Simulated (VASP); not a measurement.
# Sc3Al (P4/mmm) in VASP: further runs

The runs below take Sc3Al through single point, with PBEsol.

Program: VASP 6.6.1. These are calculated values, not measurements. Logs are shortened: lines on timing, memory, paths and dates and some standing lists are left out, and cuts for length are marked.

## Step 1: The cell of the first run

It takes space group P4/mmm (No. 123, tetragonal). The conventional cell has a = 4.309 Å, b = 4.309 Å, c = 4.375 Å, α = 90.00°, β = 90.00°, γ = 90.00°. Within 4.0 Å of Sc (site symmetry mmm) lie 8 Sc at 3.05 to 3.07 Å and 4 Al at 3.07 Å. Within 4.0 Å of Sc (site symmetry 4/mmm) lie 4 Al at 3.05 Å and 8 Sc at 3.07 Å. Within 4.0 Å of Al (site symmetry 4/mmm) lie 12 Sc at 3.05 to 3.07 Å.

## Step 2: Single point, PBEsol (strain -0.015 along x and y, +0.000 along z)

File INCAR:

```
ALGO = Fast ; EDIFF = 1E-6
ENCUT = 520 ; GGA = PS
ISIF = 2 ; ISMEAR = 0
LASPH = True ; LCHARG = False
LREAL = False ; LWAVE = False
NBANDS = 26 ; NELM = 100
PREC = Accurate ; SIGMA = 0.15
```

File KPOINTS:

```
k-points
0
Gamma
  12 12 12
```

File POSCAR:

```
Sc3Al
1.0
    4.3091730737      0.0000000000      0.0000000000
    0.0000000000      4.3091730737      0.0000000000
    0.0000000000      0.0000000000      4.3747949987
Sc Al
3 1
Direct
    0.5000000000      0.0000000000      0.5000000000
    0.0000000000      0.5000000000      0.5000000000
    0.5000000000      0.5000000000      0.0000000000
    0.0000000000      0.0000000000      0.0000000000
```

Potentials or basis: VASP PAW PBE potentials, release 64 (Sc_sv, Al).

Started as:

```
$ cat potpaw_PBE.64/Sc_sv/POTCAR potpaw_PBE.64/Al/POTCAR > POTCAR
$ mpirun -np 1 vasp_std > vasp.out
```

OUTCAR:

```text
EDIFF = 1E-6
   ENCUT = 520
   GGA = PS
   ISIF = 2
   ISMEAR = 0
   LASPH = True
   LREAL = False
   NELM = 100
   PREC = Accurate

 ion  position               nearest neighbor table
   1  0.500  0.000  0.500-   2 3.05   2 3.05   2 3.05   2 3.05   4 3.07   3 3.07   3 3.07   3 3.07
                             4 3.07   4 3.07   4 3.07   3 3.07
   2  0.000  0.500  0.500-   1 3.05   1 3.05   1 3.05   1 3.05   4 3.07   3 3.07   4 3.07   4 3.07
                             4 3.07   3 3.07   3 3.07   3 3.07
   3  0.500  0.500  0.000-   4 3.05   4 3.05   4 3.05   4 3.05   2 3.07   1 3.07   2 3.07   1 3.07
                             2 3.07   1 3.07   2 3.07   1 3.07
   4  0.000  0.000  0.000-   3 3.05   3 3.05   3 3.05   3 3.05   2 3.07   2 3.07   2 3.07   2 3.07
                             1 3.07   1 3.07   1 3.07   1 3.07

  LATTYP: Found a simple tetragonal cell.
 ALAT       =     4.3091730737
 C/A-ratio  =     1.0152284264

  Lattice vectors:

 A1 = (   4.3091730737,   0.0000000000,   0.0000000000)
 A2 = (   0.0000000000,   4.3091730737,   0.0000000000)
 A3 = (   0.0000000000,   0.0000000000,   4.3747949987)

Analysis of symmetry for initial positions (statically):
=====================================================================
 Subroutine PRICEL returns:
 Original cell was already a primitive cell.

 Routine SETGRP: Setting up the symmetry group for a
 simple tetragonal supercell.

 Subroutine GETGRP returns: Found 16 space group operations
 (whereof 16 operations were pure point group operations)
 out of a pool of 16 trial point group operations.

The static configuration has the point symmetry D_4h.

Analysis of symmetry for dynamics (positions and initial velocities):
=====================================================================
 Subroutine PRICEL returns:
 Original cell was already a primitive cell.

 Routine SETGRP: Setting up the symmetry group for a
 simple tetragonal supercell.

 Subroutine GETGRP returns: Found 16 space group operations
 (whereof 16 operations were pure point group operations)
 out of a pool of 16 trial point group operations.

The dynamic configuration has the point symmetry D_4h.

 Subroutine INISYM returns: Found 16 space group operations
 (whereof 16 operations are pure point group operations),
 and found     1 'primitive' translations

----------------------------------------------------------------------------------------

                                     Primitive cell

  volume of cell :      81.2354

  direct lattice vectors                    reciprocal lattice vectors
     4.309173074  0.000000000  0.000000000     0.232063086  0.000000000  0.000000000
     0.000000000  4.309173074  0.000000000     0.000000000  0.232063086  0.000000000
     0.000000000  0.000000000  4.374794999     0.000000000  0.000000000  0.228582139

  length of vectors
     4.309173074  4.309173074  4.374794999     0.232063086  0.232063086  0.228582139

  position of ions in fractional coordinates (direct lattice)
     0.500000000  0.000000000  0.500000000
     0.000000000  0.500000000  0.500000000
     0.500000000  0.500000000  0.000000000
     0.000000000  0.000000000  0.000000000

  ion indices of the primitive-cell ions
   primitive index   ion index
                 1           1
                 2           2
                 3           3
                 4           4

----------------------------------------------------------------------------------------

 KPOINTS: k-points

Automatic generation of k-mesh.
 Grid dimensions read from file:
 generate k-points for:   12   12   12

 Generating k-lattice:

  Cartesian coordinates                     Fractional coordinates (reciprocal lattice)
     0.019338590  0.000000000  0.000000000     0.083333333  0.000000000  0.000000000
     0.000000000  0.019338590  0.000000000     0.000000000  0.083333333  0.000000000
     0.000000000  0.000000000  0.019048512     0.000000000  0.000000000  0.083333333

  Length of vectors
     0.019338590  0.019338590  0.019048512

  Shift w.r.t. Gamma in fractional coordinates (k-lattice)
     0.000000000  0.000000000  0.000000000

 Subroutine IBZKPT returns following result:
 ===========================================

 Found    196 irreducible k-points:

 Following reciprocal coordinates:
            Coordinates               Weight
  0.000000  0.000000  0.000000      1.000000
  0.083333  0.000000  0.000000      4.000000
  0.166667  0.000000  0.000000      4.000000
  0.250000  0.000000  0.000000      4.000000
  0.333333  0.000000  0.000000      4.000000
  0.416667  0.000000  0.000000      4.000000
[... 16 lines left out ...]
  0.333333  0.333333  0.000000      4.000000
  0.416667  0.333333  0.000000      8.000000
 [... further k-points ...]
   k-points           NKPTS =    196   k-points in BZ     NKDIM =    196   number of bands    NBANDS=     26
   number of dos      NEDOS =    301   number of ions     NIONS =      4
   total plane-waves  NPLWV =  36864
   dimension x,y,z NGX =    32 NGY =   32 NGZ =   36
   dimension x,y,z NGXF=    64 NGYF=   64 NGZF=   72
   ions per type =               3   1
   NGX,Y,Z   is equivalent  to a cutoff of  12.35, 12.35, 13.68 a.u.
   NGXF,Y,Z  is equivalent  to a cutoff of  24.69, 24.69, 27.36 a.u.
 SYSTEM =  unknown system
   PREC   = accura    normal or accurate (medium, high low for compatibility)
   ISTART =      0    job   : 0-new  1-cont  2-samecut
   ICHARG =      2    charge: 1-file 2-atom 10-const
   ISPIN  =      1    spin polarized calculation?
   LNONCOLLINEAR =      F non collinear calculations
   LSORBIT =      F    spin-orbit coupling
   LASPH  =      T    aspherical Exc in radial PAW
   ENCUT  =  520.0 eV  38.22 Ry    6.18 a.u.   8.01  8.01  8.13*2*pi/ulx,y,z
   NELM   =    100;   NELMIN=  2; NELMDL= -5     # of ELM steps
   EDIFF  = 0.1E-05   stopping-criterion for ELM
   LREAL  =      F    real-space projection
   EDIFFG = 0.1E-04   stopping-criterion for IOM
   NSW    =      0    number of steps for IOM
   IBRION =     -1    ionic relax: 0-MD 1-quasi-New 2-CG
   NFREE  =      0    steps in history (QN), initial steepest desc. (CG)
   ISIF   =      2    stress and relaxation
   ISYM   =      2    0-nonsym 1-usesym 2-fastsym
   POTIM  = 0.5000    time-step for ionic-motion
   TEBEG  =    0.0;   TEEND  =   0.0 temperature during run
   PSTRESS=    0.0 pullay stress
   NELECT =      36.0000    total number of electrons
   NUPDOWN=      -1.0000    fix difference up-down
   EMIN   =  10.00;   EMAX   =-10.00  energy-range for DOS
   EFERMI =   0.00;   METHOD = LEGACY
   ISMEAR =     0;   SIGMA  =   0.15  broadening in eV -4-tet -1-fermi 0-gaus
   EFERMI_NEDOS =   21; number of points for ismear=-14 and -15
   IALGO  =     68    algorithm
   IMIX   =      4    mixing-type and parameters
     AMIX     =   0.40;   BMIX     =  1.00
     AMIX_MAG =   1.60;   BMIX_MAG =  1.00
  volume/ion in A,a.u.               =      20.31       137.05
  Fermi-wavevector in a.u.,A,eV,Ry     =   1.248132  2.358627 21.195607  1.557833
  Thomas-Fermi vector in A             =   2.382232
   LORBIT       =      0    0 simple, 1 ext, 2 COOP (PROOUT), +10 PAW based schemes
   GGA     = PS    functional components
   LHFCALC =     F    Hartree Fock is set to
   AEXX    =    0.0000 exact exchange contribution
   IVDW    =     0    specifies the selected vdW correction
   LEPSILON=     F    determine dielectric tensor
   LRPA    =     F    only Hartree local field effects (RPA)
 non-spin polarized calculation
 RMM-DIIS sequential band-by-band and
 Gauss-broadening in eV      SIGMA  =   0.15
  energy-cutoff  :      520.00
  volume of cell :       81.24
 maximum number of plane-waves:      2228
   NGX = 17   NGY = 17   NGZ = 17

 number of electron      36.0000006 magnetization

 Free energy of the ion-electron system (eV)
  ---------------------------------------------------
  ext. energy  EPLUGINS =         0.00000000
  ---------------------------------------------------
  free energy    TOTEN  =       -24.94949478 eV

  energy without entropy =      -24.88993835  energy(sigma->0) =      -24.91971657

 E-fermi :   5.0511     XC(G=0): -10.4864

 val. band max:        5.0492453577   @ k =   0.5000   0.4167   0.1667
 cond. band min:       5.0526933573   @ k =   0.5000   0.1667   0.4167
 fundamental gap:      0.0034479996
 Fermi energy:         5.0510674535

 k-point     1 :       0.0000    0.0000    0.0000
  band No.  band energies     occupation
      1     -43.9795      2.00000
      2     -43.8473      2.00000
      3     -43.8443      2.00000
      4     -22.9290      2.00000
      5     -22.9266      2.00000
      6     -22.9266      2.00000
[... 18 lines left out ...]
     25       7.5912      0.00000
     26       8.8061      0.00000

 k-point     2 :       0.0833    0.0000    0.0000
  band No.  band energies     occupation
      1     -43.9775      2.00000
      2     -43.8481      2.00000
      3     -43.8456      2.00000
      4     -22.9241      2.00000
      5     -22.9214      2.00000
      6     -22.9194      2.00000
[... 18 lines left out ...]
     25       7.6720      0.00000
     26       8.8228      0.00000

 k-point     3 :       0.1667    0.0000    0.0000
  band No.  band energies     occupation
      1     -43.9714      2.00000
      2     -43.8533      2.00000
      3     -43.8463      2.00000
      4     -22.9101      2.00000
      5     -22.9065      2.00000
      6     -22.8981      2.00000
[... 18 lines left out ...]
     25       7.8480      0.00000
     26       8.5874      0.00000

 k-point     4 :       0.2500    0.0000    0.0000
  band No.  band energies     occupation
      1     -43.9620      2.00000
      2     -43.8625      2.00000
      3     -43.8463      2.00000
      4     -22.8890      2.00000
      5     -22.8838      2.00000
      6     -22.8634      2.00000
[... 18 lines left out ...]
     25       7.9605      0.00000
     26       8.2133      0.00000

 k-point     5 :       0.3333    0.0000    0.0000
  band No.  band energies     occupation
      1     -43.9503      2.00000
      2     -43.8740      2.00000
      3     -43.8463      2.00000
      4     -22.8647      2.00000
      5     -22.8572      2.00000
      6     -22.8171      2.00000
[... 18 lines left out ...]
     25       7.8666      0.00000
     26       7.8892      0.00000

 k-point     6 :       0.4167    0.0000    0.0000
  band No.  band energies     occupation
      1     -43.9388      2.00000
      2     -43.8855      2.00000
      3     -43.8462      2.00000
      4     -22.8437      2.00000
      5     -22.8337      2.00000
      6     -22.7615      2.00000
[... 427 lines left out ...]
 k-point    21 :       0.4167    0.2500    0.0000
  band No.  band energies     occupation
      1     -43.9258      2.00000
      2     -43.8856      2.00000
      3     -43.8585      2.00000
      4     -22.8929      2.00000
      5     -22.8031      2.00000
      6     -22.7961      2.00000
[... 18 lines left out ...]
     25       8.0291      0.00000
     26       8.2759      0.00000

 k-point    22 :       0.5000    0.2500    0.0000
  band No.  band energies     occupation
      1     -43.9201      2.00000
      2     -43.8910      2.00000
      3     -43.8587      2.00000
      4     -22.8776      2.00000
      5     -22.8268      2.00000
      6     -22.7857      2.00000
[... 18 lines left out ...]
     25       8.0591      0.00000
     26       8.2380      0.00000

 k-point    23 :       0.3333    0.3333    0.0000
  band No.  band energies     occupation
      1     -43.9268      2.00000
      2     -43.8792      2.00000
      3     -43.8637      2.00000
      4     -22.9145      2.00000
      5     -22.8031      2.00000
      6     -22.7912      2.00000
[... 18 lines left out ...]
     25       7.7202      0.00000
     26       8.1782      0.00000

 k-point    24 :       0.4167    0.3333    0.0000
  band No.  band energies     occupation
      1     -43.9168      2.00000
      2     -43.8859      2.00000
      3     -43.8668      2.00000
      4     -22.9071      2.00000
      5     -22.8417      2.00000
      6     -22.7636      2.00000
[... 18 lines left out ...]
     25       7.7698      0.00000
     26       7.8976      0.00000

 [... further k-points ...]

------------------------ aborting loop because EDIFF is reached ----------------------------------------

  FORCE on cell =-STRESS in cart. coord.  units (eV):
  Direction    XX          YY          ZZ          XY          YZ          ZX
  --------------------------------------------------------------------------------------
  -------------------------------------------------------------------------------------
  Total        1.3283018      1.3283018      0.7865186      0.0000000      0.0000000      0.0000000
  in kB       26.1976146     26.1976146     15.5122209      0.0000000      0.0000000      0.0000000
  external PRESSURE =      22.6358167 kB  Pullay stress =       0.0000000 kB

 VOLUME and BASIS-vectors are now :
 -----------------------------------------------------------------------------
  energy-cutoff  :      520.00
  volume of cell :       81.24
      direct lattice vectors                 reciprocal lattice vectors
     4.309173074  0.000000000  0.000000000     0.232063086  0.000000000  0.000000000
     0.000000000  4.309173074  0.000000000     0.000000000  0.232063086  0.000000000
     0.000000000  0.000000000  4.374794999     0.000000000  0.000000000  0.228582139

 POSITION                                       TOTAL-FORCE (eV/Angst)
 -----------------------------------------------------------------------------------
      2.15459      0.00000      2.18740         0.000000      0.000000      0.000000
      0.00000      2.15459      2.18740         0.000000      0.000000      0.000000
      2.15459      2.15459      0.00000         0.000000      0.000000      0.000000
      0.00000      0.00000      0.00000         0.000000      0.000000      0.000000
 -----------------------------------------------------------------------------------
    total drift:                                0.000000     -0.000000     -0.000000

  FREE ENERGIE OF THE ION-ELECTRON SYSTEM (eV)
  ---------------------------------------------------
  free  energy   TOTEN  =       -24.9494947776 eV

  energy  without entropy=      -24.8899383536  energy(sigma->0) =      -24.91971657
```

Run time: 5.9 min. Hardware: 1 thread of Intel Xeon Platinum 8259CL at 2.50GHz (Skylake/Cascade Lake), shared host; peak memory 0.44 GiB.

Results:

```
Free energy            : -24.9495 eV
Pressure               : 2.3 GPa
Band gap on the k mesh : zero (bands 18 and 19 overlap by 1.34 eV)
```

Stress tensor (GPa, compression positive):
```
2.62 0.00 0.00
0.00 2.62 0.00
0.00 0.00 1.55
```

Caveat: the cell differs from its parent crystal (strain -0.015 along x and y, +0.000 along z); the PAW data sets were made with another functional, which shifts forces and pressure a little.

## Step 3: Single point, PBEsol (strain +0.000 along x and y, -0.015 along z)

File INCAR:

```
PREC = Accurate
ENCUT = 520
EDIFF = 1E-6
ISMEAR = 0
SIGMA = 0.15
LREAL = F
LASPH = T
NELM = 60
ALGO = Fast
ISIF = 2
LWAVE = F
LCHARG = F
GGA = PS
NBANDS = 26
```

File KPOINTS:

```
Automatic mesh
0
Gamma
  12 12 12
```

File POSCAR:

```
Sc3Al
1.0
    4.3747949987      0.0000000000      0.0000000000
    0.0000000000      4.3747949987      0.0000000000
    0.0000000000      0.0000000000      4.3091730737
Sc Al
3 1
Direct
    0.5000000000      0.0000000000      0.5000000000
    0.0000000000      0.5000000000      0.5000000000
    0.5000000000      0.5000000000      0.0000000000
    0.0000000000      0.0000000000      0.0000000000
```

Potentials or basis: VASP PAW PBE potentials, release 64 (Sc_sv, Al).

Started as:

```
$ cat potpaw_PBE.64/Sc_sv/POTCAR potpaw_PBE.64/Al/POTCAR > POTCAR
$ mpirun -np 1 vasp_std > vasp.out
```

It took 5.9 min on 1 thread of Intel Xeon Platinum 8259CL at 2.50GHz (Skylake/Cascade Lake), shared host; peak memory 0.45 GiB.

The run converged. Its results:

| Item | Value |
| --- | --- |
| Free energy | -24.9632 eV |
| Pressure | 1.2 GPa |
| Band gap on the k mesh | zero (bands 18 and 19 overlap by 1.38 eV) |

Stress tensor (GPa, compression positive):
```
0.82 0.00 0.00
0.00 0.82 0.00
0.00 0.00 1.83
```

Levels at points of the mesh, in eV from the Fermi level:
| k point | band 14 | band 15 | band 16 | band 17 | band 18 | band 19 | band 20 | band 21 | band 22 | band 23 |
| --- | --- | --- | --- | --- | --- | --- | --- | --- | --- | --- |
| (0.00, 0.00, 0.00) | -2.62 | -1.11 | -1.06 | -0.48 | -0.45 | -0.45 | 0.68 | 0.68 | 0.88 | 2.46 |
| (0.50, 0.00, 0.00) | -4.10 | -1.40 | -0.85 | -0.74 | 0.07 | 0.17 | 0.91 | 0.99 | 1.61 | 1.65 |
| (0.50, 0.50, 0.00) | -2.85 | -2.85 | -1.48 | -0.92 | 0.30 | 0.50 | 0.50 | 1.21 | 1.21 | 1.83 |
| (0.00, 0.00, 0.50) | -4.06 | -1.37 | -0.85 | -0.85 | 0.10 | 0.18 | 0.91 | 0.91 | 1.62 | 1.75 |
| (0.50, 0.00, 0.50) | -2.81 | -2.80 | -1.43 | -1.01 | 0.21 | 0.47 | 0.49 | 1.13 | 1.16 | 1.89 |
| (0.50, 0.50, 0.50) | -1.52 | -1.52 | -1.51 | -1.10 | -1.08 | -1.08 | 0.59 | 1.41 | 1.52 | 1.52 |

Caveat: the cell differs from its parent crystal (strain +0.000 along x and y, -0.015 along z); the PAW data sets were made with another functional, which shifts forces and pressure a little.
